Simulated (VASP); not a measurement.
Set up this calculation in VASP 6.6.1, as the native input.

| Property | Result |
| --- | --- |
| Task | single point |
| Functional | PBE |
| Potentials or basis | VASP PAW PBE potentials, release 64 (B, N) |
| Cutoff | 520 eV |
| k mesh | 6 × 6 × 6 |
| Occupations | gaussian, width 0.05 eV |
| Spin | no spin polarisation |
| Dipole correction | no |
| Further INCAR settings | ALGO = Normal; EDIFF = 1e-06; NBANDS = 16 |

The structure of BN lies in POSCAR:

```
BN
1.0
    0.0000000000     -1.8123937734     -1.8123937734
   -1.8123937734      0.0000000000     -1.8123937734
    1.8123937734      1.8123937734     -3.6247875468
B N
2 2
Direct
    0.0219325928     -0.0068110190      0.0000000000
    0.4780674072      0.5068110190      0.5000000000
    0.3974450548      0.3680298393      0.8750000000
    0.8525549452      0.8819701607      0.3750000000
```

This cell differs from its parent crystal: mode 4 frozen in at +0.000 Å and mode 5 at -0.051 Å (largest displacements).

These files were run (other wordings do the same):

INCAR

```
PREC = Accurate
ENCUT = 520
EDIFF = 1E-6
ISMEAR = 0
SIGMA = 0.05
LREAL = F
LASPH = T
NELM = 100
ALGO = Normal
ISIF = 2
LWAVE = F
LCHARG = F
GGA = PE
NBANDS = 16
```

KPOINTS

```
Automatic mesh
0
Gamma
  6 6 6
```

Potentials or basis: VASP PAW PBE potentials, release 64 (B, N).

Run with:

```sh
$ cat potpaw_PBE.64/B/POTCAR potpaw_PBE.64/N/POTCAR > POTCAR
$ mpirun -np 1 vasp_std > vasp.out
```

It gave:

The pressure is 0.1 GPa, the largest force is 0.616 eV/Å and the band gap on the k mesh is 4.40 eV.

Caveat: the k points lie up to 0.48 Å⁻¹ apart; the cell differs from its parent crystal (mode 4 frozen in at +0.000 Å and mode 5 at -0.051 Å (largest displacements)).

It took 16 s on 1 thread of Intel(R) Xeon(R) 6975P-C (Granite Rapids), with other jobs on the host, peak memory 0.15 GiB.
